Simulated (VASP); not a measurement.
A run of VASP 6.6.1:

Contents of INCAR:

```
SYSTEM = ZnS
PREC     = Accurate       ! precision mode
ENCUT    = 520            ! plane-wave cutoff, eV
EDIFF    = 1E-7           ! SCF threshold, eV
ISMEAR   = 0              ! smearing method
SIGMA    = 0.05           ! smearing width, eV
LREAL    = .FALSE.        ! projectors in reciprocal space
LASPH    = .TRUE.         ! aspherical terms in the spheres
NELM     = 100            ! most SCF steps
ALGO     = Normal         ! electronic algorithm
ISIF     = 2              ! what is computed and relaxed
LWAVE    = .FALSE.        ! write WAVECAR
LCHARG   = .FALSE.        ! write CHGCAR
GGA      = PE             ! functional
NBANDS   = 46             ! bands
```

The input KPOINTS:

```
regular mesh
0
G
  12 12 2
  0 0 0
```

Contents of POSCAR:

```
ZnS
1.0
    3.8467234434      0.0000000000      0.0000000000
   -1.9233617217      3.3313602233      0.0000000000
    0.0000000000      0.0000000000     12.5902250239
Zn S
4 4
Direct
    0.0000000000      0.0000000000     -0.0069734120
    0.0000000000      0.0000000000      0.5070741058
    0.3333333333      0.6666666667      0.2451922366
    0.6666666667      0.3333333333      0.7548567908
    0.0000000000      0.0000000000      0.2111177072
    0.0000000000      0.0000000000      0.6634616884
    0.3333333333      0.6666666667      0.4376334834
    0.6666666667      0.3333333333      0.9376373996
```

Potentials or basis: VASP PAW PBE potentials, release 64 (Zn, S).

Run with:

```console
$ cat potpaw_PBE.64/Zn/POTCAR potpaw_PBE.64/S/POTCAR > POTCAR
$ mpirun -np 1 vasp_std > vasp.out
```

Hardware: 1 thread of Intel(R) Xeon(R) Platinum 8488C (Sapphire Rapids), on a shared host.

Problem. How long does it take, and how much memory?

Solution. Wall time 7 min on 1 thread of Intel(R) Xeon(R) Platinum 8488C (Sapphire Rapids) (shared host), peak memory 0.4 GiB. Counts: scf iterations 17, k points 38.
